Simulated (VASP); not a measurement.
# MgO (P6_3/mmc) in VASP: notebook

MgO is run at these levels: PBEsol; tasks: single point.

All numbers are computed with VASP 6.6.1; they aren't measurements. Logs are shortened: lines on timing, memory, paths and dates and some standing lists are left out, and cuts for length are marked.

## 1. The cell of the first run

Symmetry: P6_3/mmc, No. 194, hexagonal system. Conventional cell: a = 3.571 Å, b = 3.571 Å, c = 4.280 Å, α = 90.00°, β = 90.00°, γ = 120.00°. Within 2.7 Å of Mg (site symmetry -6m2) lie 5 O at 2.06 to 2.14 Å. O (site symmetry -6m2) has 5 Mg at 2.06 to 2.14 Å within 2.7 Å.

## 2. Single point, PBEsol

File INCAR:

```
SYSTEM = MgO
PREC = Accurate ; ENCUT = 520
EDIFF = 1E-6 ; ISMEAR = 0
SIGMA = 0.01 ; LREAL = .False.
LASPH = .True. ; NELM = 60
ALGO = Normal ; ISIF = 2
LWAVE = .False. ; LCHARG = .False.
GGA = PS ; NBANDS = 16
```

File KPOINTS:

```
regular mesh
0
Gamma
  6 6 6
  0 0 0
```

File POSCAR:

```
MgO
1.0
    3.5714449512      0.0000000000      0.0000000000
   -1.7857224756      3.0929621429      0.0000000000
    0.0000000000      0.0000000000      4.2799843951
Mg O
2 2
Direct
    0.6666666667      0.3333333333      0.7500000000
    0.3333333333      0.6666666667      0.2500000000
    0.6666666667      0.3333333333      0.2500000000
    0.3333333333      0.6666666667      0.7500000000
```

Potentials or basis: VASP PAW PBE potentials, release 64 (Mg, O).

On the command line:

```console
> cat potpaw_PBE.64/Mg/POTCAR potpaw_PBE.64/O/POTCAR > POTCAR
> mpirun -np 1 vasp_std > vasp.out
```

OUTCAR:

```text
SYSTEM = MgO
   PREC = Accurate
   ENCUT = 520
   EDIFF = 1E-6
   ISMEAR = 0
   LREAL = .False.
   LASPH = .True.
   NELM = 60
   ISIF = 2
   GGA = PS

 ion  position               nearest neighbor table
   1  0.667  0.333  0.750-   4 2.06   4 2.06   4 2.06   3 2.14   3 2.14   2 2.97   2 2.97   2 2.97
                             2 2.97   2 2.97   2 2.97
   2  0.333  0.667  0.250-   3 2.06   3 2.06   3 2.06   4 2.14   4 2.14   1 2.97   1 2.97   1 2.97
                             1 2.97   1 2.97   1 2.97
   3  0.667  0.333  0.250-   2 2.06   2 2.06   2 2.06   1 2.14   1 2.14
   4  0.333  0.667  0.750-   1 2.06   1 2.06   1 2.06   2 2.14   2 2.14

  LATTYP: Found a hexagonal cell.
 ALAT       =     3.5714449512
 C/A-ratio  =     1.1983901344

  Lattice vectors:

 A1 = (   3.5714449512,   0.0000000000,   0.0000000000)
 A2 = (  -1.7857224756,   3.0929621429,   0.0000000000)
 A3 = (   0.0000000000,   0.0000000000,   4.2799843951)

Analysis of symmetry for initial positions (statically):
=====================================================================
 Subroutine PRICEL returns:
 Original cell was already a primitive cell.

 Routine SETGRP: Setting up the symmetry group for a
 hexagonal supercell.

 Subroutine GETGRP returns: Found 24 space group operations
 (whereof 12 operations were pure point group operations)
 out of a pool of 24 trial point group operations.

The static configuration has the point symmetry D_3d.
 The point group associated with its full space group is D_6h.

Analysis of symmetry for dynamics (positions and initial velocities):
=====================================================================
 Subroutine PRICEL returns:
 Original cell was already a primitive cell.

 Routine SETGRP: Setting up the symmetry group for a
 hexagonal supercell.

 Subroutine GETGRP returns: Found 24 space group operations
 (whereof 12 operations were pure point group operations)
 out of a pool of 24 trial point group operations.

The dynamic configuration has the point symmetry D_3d.
 The point group associated with its full space group is D_6h.

 Subroutine INISYM returns: Found 24 space group operations
 (whereof 12 operations are pure point group operations),
 and found     1 'primitive' translations

----------------------------------------------------------------------------------------

                                     Primitive cell

  volume of cell :      47.2782

[... 90 lines left out ...]
   ENCUT  =  520.0 eV  38.22 Ry    6.18 a.u.   6.64  6.64  7.96*2*pi/ulx,y,z
   NELM   =     60;   NELMIN=  2; NELMDL= -5     # of ELM steps
   EDIFF  = 0.1E-05   stopping-criterion for ELM
   LREAL  =      F    real-space projection
   EDIFFG = 0.1E-04   stopping-criterion for IOM
   NSW    =      0    number of steps for IOM
   IBRION =     -1    ionic relax: 0-MD 1-quasi-New 2-CG
   NFREE  =      0    steps in history (QN), initial steepest desc. (CG)
   ISIF   =      2    stress and relaxation
   ISYM   =      2    0-nonsym 1-usesym 2-fastsym
   POTIM  = 0.5000    time-step for ionic-motion
   TEBEG  =    0.0;   TEEND  =   0.0 temperature during run
   PSTRESS=    0.0 pullay stress
   NELECT =      16.0000    total number of electrons
   NUPDOWN=      -1.0000    fix difference up-down
   EMIN   =  10.00;   EMAX   =-10.00  energy-range for DOS
   EFERMI =   0.00;   METHOD = LEGACY
   ISMEAR =     0;   SIGMA  =   0.01  broadening in eV -4-tet -1-fermi 0-gaus
   EFERMI_NEDOS =   21; number of points for ismear=-14 and -15
   IALGO  =     38    algorithm
   IMIX   =      4    mixing-type and parameters
     AMIX     =   0.40;   BMIX     =  1.00
     AMIX_MAG =   1.60;   BMIX_MAG =  1.00
  volume/ion in A,a.u.               =      11.82        79.76
  Fermi-wavevector in a.u.,A,eV,Ry     =   1.140848  2.155891 17.708457  1.301535
  Thomas-Fermi vector in A             =   2.277550
   LORBIT       =      0    0 simple, 1 ext, 2 COOP (PROOUT), +10 PAW based schemes
   GGA     = PS    functional components
   LHFCALC =     F    Hartree Fock is set to
   AEXX    =    0.0000 exact exchange contribution
   IVDW    =     0    specifies the selected vdW correction
   LEPSILON=     F    determine dielectric tensor
   LRPA    =     F    only Hartree local field effects (RPA)
 non-spin polarized calculation
 Gauss-broadening in eV      SIGMA  =   0.01
  energy-cutoff  :      520.00
  volume of cell :       47.28
 maximum number of plane-waves:      1288
 NGX is ok and might be reduce to    28
   NGX = 13   NGY = 13   NGZ = 15

 number of electron      15.9999992 magnetization

 Free energy of the ion-electron system (eV)
  ---------------------------------------------------
  ext. energy  EPLUGINS =         0.00000000
  ---------------------------------------------------
  free energy    TOTEN  =       -24.68415485 eV

  energy without entropy =      -24.68415485  energy(sigma->0) =      -24.68415485

 E-fermi :   1.4760     XC(G=0):  -9.9911

 val. band max:        1.4242169856   @ k =   0.0000   0.0000   0.0000
 cond. band min:       4.3833953910   @ k =   0.0000   0.0000   0.0000
 fundamental gap:      2.9591784054
 Fermi energy:         1.4759807803

 k-point     1 :       0.0000    0.0000    0.0000
  band No.  band energies     occupation
      1     -15.1338      2.00000
      2     -13.8843      2.00000
      3      -2.0132      2.00000
      4      -0.1928      2.00000
      5      -0.1928      2.00000
      6       0.7021      2.00000
[... 433 lines left out ...]
      3      -1.9809      2.00000
      4      -1.9809      2.00000
      5       0.0494      2.00000
      6       0.0494      2.00000
[... 8 lines left out ...]
     15      15.4849      0.00000
     16      15.4849      0.00000

 [... further k-points ...]
[... 5 lines left out ...]
  --------------------------------------------------------------------------------------
  -------------------------------------------------------------------------------------
  Total       -2.2490211     -2.2490212     -2.3578054      0.0000000      0.0000000      0.0000000
  in kB      -76.2155091    -76.2155134    -79.9020250      0.0000000      0.0000000      0.0000000
  external PRESSURE =     -77.4443491 kB  Pullay stress =       0.0000000 kB

 VOLUME and BASIS-vectors are now :
 -----------------------------------------------------------------------------
  energy-cutoff  :      520.00
  volume of cell :       47.28
      direct lattice vectors                 reciprocal lattice vectors
     3.571444951  0.000000000  0.000000000     0.279998716  0.161657329  0.000000000
    -1.785722476  3.092962143  0.000000000     0.000000000  0.323314659  0.000000000
     0.000000000  0.000000000  4.279984395     0.000000000  0.000000000  0.233645712

 POSITION                                       TOTAL-FORCE (eV/Angst)
 -----------------------------------------------------------------------------------
      1.78572      1.03099      3.20999         0.000000      0.000000     -0.000000
     -0.00000      2.06197      1.07000        -0.000000     -0.000000      0.000000
      1.78572      1.03099      1.07000         0.000000      0.000000     -0.000000
     -0.00000      2.06197      3.20999         0.000000     -0.000000      0.000000
 -----------------------------------------------------------------------------------
    total drift:                               -0.000000      0.000000     -0.000000

  FREE ENERGIE OF THE ION-ELECTRON SYSTEM (eV)
  ---------------------------------------------------
  free  energy   TOTEN  =       -24.6841548515 eV

  energy  without entropy=      -24.6841548515  energy(sigma->0) =      -24.68415485
```

stdout:

```text
POSCAR found type information on POSCAR MgO
 POSCAR found :  2 types and       4 ions
 scaLAPACK will be used
 -----------------------------------------------------------------------------
|                                                                             |
|                                                                             |
|     You enforced a specific xc type in the INCAR file but a different       |
|     I HOPE YOU KNOW WHAT YOU ARE DOING!                                     |
|                                                                             |
 -----------------------------------------------------------------------------

 LDA part: xc-table for (Slater+PW92), standard interpolation
 POSCAR, INCAR and KPOINTS ok, starting setup
 FFT: planning ... GRIDC
 FFT: planning ... GRID_SOFT
 FFT: planning ... GRID
 WAVECAR not read
 entering main loop
```

Run time: 20 s. Hardware: 1 thread of AMD EPYC 7R13 (Zen 3), shared host; peak memory 0.14 GiB.

What came out:

| Property | Result |
| --- | --- |
| Free energy | -24.6842 eV |
| Pressure | -7.7 GPa |
| Band gap on the k mesh | 2.96 eV, direct |

Stress tensor (GPa, compression positive):
```
-7.62  0.00  0.00
 0.00 -7.62  0.00
 0.00  0.00 -7.99
```

Caveat: the PAW data sets were made with another functional, which shifts forces and pressure a little.

## 3. Single point, PBEsol

This run uses another cell than the first one, of 12.09 Å³/atom, 1.023 times its volume.

File INCAR:

```
  ALGO = Normal
  EDIFF = 1E-7
  ENCUT = 520
  GGA = PS
  ISIF = 2
  ISMEAR = 0
  LASPH = T
  LCHARG = F
  LREAL = F
  LWAVE = F
  NBANDS = 16
  NELM = 60
  PREC = Accurate
  SIGMA = 0.01
```

File KPOINTS:

```
k-points
0
Gamma
  6 6 6
```

File POSCAR:

```
MgO
1.0
    3.5989186844      0.0000000000      0.0000000000
   -1.7994593422      3.1167550944      0.0000000000
    0.0000000000      0.0000000000      4.3129086459
Mg O
2 2
Direct
    0.6666666667      0.3333333333      0.7500000000
    0.3333333333      0.6666666667      0.2500000000
    0.6666666667      0.3333333333      0.2500000000
    0.3333333333      0.6666666667      0.7500000000
```

Potentials or basis: VASP PAW PBE potentials, release 64 (Mg, O).

On the command line:

```console
> cat potpaw_PBE.64/Mg/POTCAR potpaw_PBE.64/O/POTCAR > POTCAR
> mpirun -np 1 vasp_std > vasp.out
```

Run time: 23 s. Hardware: 1 thread of AMD EPYC 7R13 (Zen 3), shared host; peak memory 0.14 GiB.

The run converged. Its results:

- Free energy: -24.6245 eV
- Pressure: -9.9 GPa
- Band gap on the k mesh: 2.85 eV, direct

Stress tensor (GPa, compression positive):
```
 -9.76   0.00   0.00
  0.00  -9.76   0.00
  0.00   0.00 -10.29
```

Levels at points of the mesh, in eV from the valence-band top:
```
           k point  band 5  band 6  band 7  band 8  band 9  band 10  band 11  band 12
(0.00, 0.00, 0.00)   -1.57   -0.70   -0.70    0.00    2.85     8.63    11.36    11.78
(0.50, 0.00, 0.00)   -2.15   -1.84   -1.18   -0.47    6.57     8.08     9.40    10.96
(0.00, 0.00, 0.50)   -1.15   -1.15   -1.15   -1.15    5.85     5.85    12.14    12.14
(0.50, 0.00, 0.50)   -1.40   -1.40   -0.71   -0.71    6.83     6.83    10.86    10.86
```

Caveat: the PAW data sets were made with another functional, which shifts forces and pressure a little.
